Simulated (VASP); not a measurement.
Write the native input for VASP 6.6.1 that does the following.

```
Task                   : relaxation of cell and atoms
Functional             : LDA
Potentials or basis    : VASP PAW LDA potentials, release 64 (Re)
Cutoff                 : 600 eV
k mesh                 : 18 × 18 × 10
Occupations            : gaussian, width 0.1 eV
Spin                   : no spin polarisation
Dipole correction      : no
Further INCAR settings : ALGO = Normal; EDIFF = 1e-07; IBRION = 2; EDIFFG = -0.005; NSW = 100; ISIF = 3
```

The structure of Re lies in POSCAR:

```
Re
1.0
    2.7375470715      0.0000000000      0.0000000000
   -1.3687735357      2.3707853079      0.0000000000
    0.0000000000      0.0000000000      4.4148487768
Re
2
Direct
    0.3333333333      0.6666666667      0.2500000000
    0.6666666667      0.3333333333      0.7500000000
```

These files were run (other wordings do the same):

INCAR

```
PREC = Accurate
ENCUT = 600
EDIFF = 1E-7
ISMEAR = 0
SIGMA = 0.1
LREAL = False
LASPH = True
NELM = 80
ALGO = Normal
ISIF = 3
LWAVE = False
LCHARG = False
GGA = CA
IBRION = 2
NSW = 100
EDIFFG = -0.005
```

KPOINTS

```
regular mesh
0
Gamma
  18 18 10
```

Potentials or basis: VASP PAW LDA potentials, release 64 (Re).

Command:

```console
$ cat potpaw_LDA.64/Re/POTCAR > POTCAR
$ mpirun -np 1 vasp_std > vasp.out
```

It gave:

```
Relaxed volume                        : 14.39 Å³/atom
Relaxed cell                          : a = 2.742 Å, b = 2.742 Å, c = 4.421 Å, α = 90.00°, β = 90.00°, γ = 120.00°
Space group after relaxing (to 0.1 Å) : P6_3/mmc (No. 194)
Energy gained by relaxing             : 0.3 meV/atom
Ionic steps                           : 3
Pressure after relaxing               : 0.0 GPa
Band gap on the k mesh                : zero (bands 7 and 8 overlap by 3.44 eV)
```

Caveat: spin-orbit coupling is left out, which moves the levels of the heavy elements.

Run time: 3.3 min on 1 thread of Intel Xeon 8259CL, on a shared host, peak memory 0.21 GiB.
